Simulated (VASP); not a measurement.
Write the native input for VASP 6.6.1 that does the following.

- Task: single point
- Functional: PBEsol
- Potentials or basis: VASP PAW PBE potentials, release 64 (Zr_sv)
- Cutoff: 500 eV
- k mesh: 15 × 15 × 15
- Occupations: fermi-dirac, width 0.08 eV
- Spin: no spin polarisation
- Dipole correction: no
- Further INCAR settings: ALGO = Normal; EDIFF = 1e-06; NBANDS = 12

The structure of Zr lies in POSCAR:

```
Zr
1.0
   -1.6684398517      1.6684398517      1.6684398517
    1.6684398517     -1.6684398517      1.6684398517
    1.6684398517      1.6684398517     -1.6684398517
Zr
1
Direct
    0.0000000000      0.0000000000      0.0000000000
```

This cell differs from its parent crystal: volume scaled by 0.85.

The input as run:

INCAR

```
ALGO = Normal
EDIFF = 1E-6
ENCUT = 500
GGA = PS
GGA_COMPAT = False
ISIF = 2
ISMEAR = -1
LASPH = True
LCHARG = False
LREAL = False
LWAVE = False
NBANDS = 12
NELM = 120
PREC = Accurate
SIGMA = 0.08
```

KPOINTS

```
k-points
0
Gamma
  15 15 15
```

Potentials or basis: VASP PAW PBE potentials, release 64 (Zr_sv).

Command:

```bash
$ cat potpaw_PBE.64/Zr_sv/POTCAR > POTCAR
$ mpirun -np 1 vasp_std > vasp.out
```

Results of the run:

```yaml
Pressure: 19.3 GPa
Band_gap_on_the_k_mesh: zero (band 6 reaches 12.48 eV, above the bottom of band 7 at 10.59 eV)
```

Caveat: the PAW data sets were made with another functional, which shifts forces and pressure a little.

It took 12 s on 1 thread of Intel Xeon 6975P-C (shared host), peak memory 0.15 GiB.
